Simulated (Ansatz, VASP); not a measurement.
Si: VASP beside Ansatz

```
Si
1.0
    -3.13247    4.11348    2.20201
     3.13247   -4.11348    2.20201
     3.13247    4.11348   -2.20201
Si
6
Direct
  0.88246 0.80594 0.07651
  0.22943 0.80594 0.42349
  0.00000 0.50000 0.00000
  0.00000 0.00000 0.50000
  0.11754 0.19406 0.92349
  0.77057 0.19406 0.57651
```

Alike in both runs: task single point; functional PBE; k mesh 6 × 6 × 6; occupations gaussian, width 0.1 eV; no spin polarisation.

```csv
,VASP,Ansatz
version,VASP 6.6.1,Ansatz 0.2.0
potentials or method,"VASP PAW PBE potentials, release 64 (Si), cutoff 500 eV","scalar-relativistic, plane waves, PAW"
valence electrons in the cell,24,24
```

VASP gave:

```
gap on the k mesh at the Fermi level (eV) : none
rms of the force components (eV/Å)        : 1.378
```

**Question.** What did Ansatz give for the same quantities?

**Answer.** gap on the k mesh at the Fermi level (eV): none; rms of the force components (eV/Å): 1.385.

Atom by atom the forces differ by 0.007 eV/Å (rms over components). A gap of «none» marks a metal or a gap that the smearing closes.
